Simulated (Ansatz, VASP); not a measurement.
**One calculation of Pd, two programs**

```
Pd
1.0
     0.00000    1.92114    1.92114
     1.92114    0.00000    1.92114
     1.92114    1.92114    0.00000
Pd
1
Direct
  0.00000 0.00000 0.00000
```

Alike in both runs: task single point; functional LDA; k mesh 23 × 23 × 23; occupations fermi-dirac, width 0.1 eV; no spin polarisation.

|  | VASP | Ansatz |
| --- | --- | --- |
| version | VASP 6.6.1 | Ansatz 0.2.0 |
| potentials or method | VASP PAW LDA potentials, release 64 (Pd), cutoff 520 eV | plane waves (420 eV) with PAW, scalar-relativistic |
| valence electrons in the cell | 10 | 18 |

VASP gave:

| Property | Result |
| --- | --- |
| pressure (GPa) | 0.1 |

Q: Which values does Ansatz return?

A: Pressure (GPa): -0.2.

Ansatz warns that its potentials were made for another functional, while VASP's fit it. LDA's correlation is that of Perdew and Zunger in VASP and of Perdew and Wang (1992) in Ansatz. VASP's potentials hold 10 valence electrons a cell and Ansatz's 18, so a difference there can come from the potentials and not from the codes.
